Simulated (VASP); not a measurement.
Wanted: the native input for a VASP 6.6.1 run.

| Property | Result |
| --- | --- |
| Task | single point |
| Functional | PBE |
| Dispersion | D3(BJ) |
| Potentials or basis | VASP PAW PBE potentials, release 64 (Os, Ga_d) |
| Cutoff | 520 eV |
| k mesh | 4 × 4 × 1 |
| Occupations | fermi-dirac, width 0.1 eV |
| Spin | no spin polarisation |
| Dipole correction | no |
| Further INCAR settings | ALGO = Normal; EDIFF = 1e-07; NBANDS = 66 |

The structure of GaOs12 lies in POSCAR:

```
GaOs12
1.0
    5.4800000000      0.0000000000      0.0000000000
    2.7400000000      4.7458190000      0.0000000000
    0.0000000000      0.0000000000     16.3264600000
Os Ga
12 1
Direct
    0.0000000000      0.0000000000      0.0612503000
    0.5000000000      0.0000000000      0.0612503000
    0.0000000000      0.5000000000      0.0612503000
    0.5000000000      0.5000000000      0.0612503000
   -0.1662883246      0.3338777973      0.1892241244
    0.3324246634      0.3337956190      0.1891996731
   -0.1662777769      0.8324047823      0.1892078049
    0.3333587037      0.8333129625      0.1893855839
   -0.0125416575      0.0062651529      0.3185808422
    0.5062244254      0.0063013089      0.3185792560
   -0.0000843430      0.5000256860      0.3172061031
    0.5061942501      0.4875416946      0.3185812665
    0.3336846555      0.8331775660      0.4421273710
```

One way to write it, as run:

INCAR

```
SYSTEM = GaOs12
  PREC = Accurate
  ENCUT = 520
  EDIFF = 1E-7
  ISMEAR = -1
  SIGMA = 0.1
  LREAL = .FALSE.
  LASPH = .TRUE.
  NELM = 80
  ALGO = Normal
  ISIF = 2
  LWAVE = .FALSE.
  LCHARG = .FALSE.
  GGA = PE
  IVDW = 12
  NBANDS = 66
```

KPOINTS

```
regular mesh
0
G
  4 4 1
  0 0 0
```

Potentials or basis: VASP PAW PBE potentials, release 64 (Os, Ga_d).

Command:

```console
$ cat potpaw_PBE.64/Os/POTCAR potpaw_PBE.64/Ga_d/POTCAR > POTCAR
$ mpirun -np 1 vasp_std > vasp.out
```

It gave:

* Largest force: 0.171 eV/Å
* Band gap on the k mesh: zero (an odd number of electrons rules out a gap without spin polarisation)
* Dispersion energy per atom: -0.417 eV

Caveat: there is no dipole correction, which matters where the two faces differ; spin-orbit coupling is left out, which moves the levels of the heavy elements.

It took 10 min on 1 thread of Intel(R) Xeon(R) 6975P-C (Granite Rapids) (shared host), peak memory 0.64 GiB.
